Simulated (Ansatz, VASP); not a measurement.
# Two plane-wave programs on Al4Cu

```
CELL_PARAMETERS angstrom
-1.72319 2.86171 3.30150
1.72319 -2.86171 3.30150
1.72319 2.86171 -3.30150
ATOMIC_POSITIONS crystal
Al 0.53800 0.34213 0.19587
Al 0.14626 0.34213 0.80413
Al 0.85374 0.65787 0.19587
Al 0.46200 0.65787 0.80413
Cu 0.00000 0.00000 0.00000
```

Change from the starting cell: species swapped into the CrB4 type (Immm, No. 71).

Alike in both runs: task relaxation of cell and atoms; functional PBE; k mesh 6 × 6 × 6; occupations gaussian, width 0.1 eV; no spin polarisation.

```csv
,VASP,Ansatz
version,VASP 6.6.1,Ansatz 0.2.0
potentials or method,"VASP PAW PBE potentials, release 64 (Al, Cu), cutoff 600 eV","scalar-relativistic, plane waves, PAW"
valence electrons in the cell,23,31
```

|  | VASP | Ansatz | Ansatz less VASP |
| --- | --- | --- | --- |
| gap on the k mesh at the Fermi level, each at its own relaxed structure (eV) | none | none | - |
| relaxed volume (Å³/atom) | 17.03 | 17.11 | +0.081 |
| relaxed cell length with the largest relative difference (Å) | 6.131 | 6.169 | +0.0380 |

A gap of «none» marks a metal or a gap that the smearing closes. VASP's potentials hold 23 valence electrons a cell and Ansatz's 31, so a difference there can come from the potentials and not from the codes.

Noted on VASP's run: the volume moved by over 15 % at a fixed basis, so the end points are rough.
